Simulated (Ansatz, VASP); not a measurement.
# Two plane-wave programs on Co

```
CELL_PARAMETERS angstrom
2.39957 0.00000 0.00000
-1.19978 2.07809 0.00000
0.00000 0.00000 3.86569
ATOMIC_POSITIONS crystal
Co 0.33333 0.66667 0.25000
Co 0.66667 0.33333 0.75000
```

Alike in both runs: functional LDA; k mesh 14 × 14 × 8; occupations fermi-dirac, width 0.1 eV; no spin polarisation.

Ansatz relaxed the structure, and its values are those at the end. VASP's run is a single point on that final structure, the one shown.

```csv
,VASP,Ansatz
version,VASP 6.6.1,Ansatz 0.2.0
potentials or method,"VASP PAW LDA potentials, release 64 (Co), cutoff 520 eV","plane waves (420 eV) with PAW, scalar-relativistic"
valence electrons in the cell,18,34
```

Ansatz gave:

```
pressure (GPa) : 0.0
```

Which values does VASP return?

Pressure (GPa): -0.9.

Ansatz warns that its potentials were made for another functional, while VASP's fit it. LDA's correlation is that of Perdew and Zunger in VASP and of Perdew and Wang (1992) in Ansatz. VASP's potentials hold 18 valence electrons a cell and Ansatz's 34, so a difference there can come from the potentials and not from the codes.
